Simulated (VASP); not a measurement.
The system is Ni.

```
Ni
1.0
     0.00000    1.73757    1.73757
     1.73757    0.00000    1.73757
     1.73757    1.73757    0.00000
Ni
1
Cartesian
  0.0000 0.0000 0.0000
```

| Property | Result |
| --- | --- |
| Program | VASP 6.6.1 |
| Task | relaxation of cell and atoms |
| Functional | LDA |
| Potentials or basis | VASP PAW LDA potentials, release 64 (Ni) |
| Cutoff | 600 eV |
| k mesh | 13 × 13 × 13 |
| Occupations | fermi-dirac, width 0.05 eV |
| Spin | collinear spin, ferromagnetic start |
| Starting moments | [1.0] μB |

At the start: pressure -10.2 GPa; volume 10.49 Å³/atom.

**Question.** How do energy, volume and symmetry change on relaxing?

**Answer.** Over 6 steps the energy falls by 15.5 meV/atom and the volume is 10.03 Å³/atom (-4.4 %); space group Fm-3m (No. 225, to 0.05 Å); moment 0.61 μB per cell.

The path:
| step | energy change (eV) | largest force (eV/Å) | pressure (GPa) | volume (Å³) |
| --- | --- | --- | --- | --- |
| 1 | 0.0000 | 0.0000 | -10.23 | 10.49 |
| 2 | 0.0084 | 0.0000 | 15.47 | 9.51 |
| 3 | -0.0155 | 0.0000 | -0.13 | 10.03 |
| 4 | -0.0155 | 0.0000 | 0.11 | 10.02 |
| 5 | -0.0155 | 0.0000 | -0.12 | 10.03 |
| 6 | -0.0155 | 0.0000 | 0.00 | 10.03 |

Final structure:
```cif
data_structure
_symmetry_space_group_name_H-M 'P 1'
_symmetry_Int_Tables_number 1
_cell_length_a 2.4206
_cell_length_b 2.4206
_cell_length_c 2.4206
_cell_angle_alpha 60.000
_cell_angle_beta 60.000
_cell_angle_gamma 60.000
_cell_volume 10.03
loop_
_atom_site_label
_atom_site_type_symbol
_atom_site_fract_x
_atom_site_fract_y
_atom_site_fract_z
_atom_site_occupancy
Ni1 Ni 0.00000 0.00000 0.00000 1
```
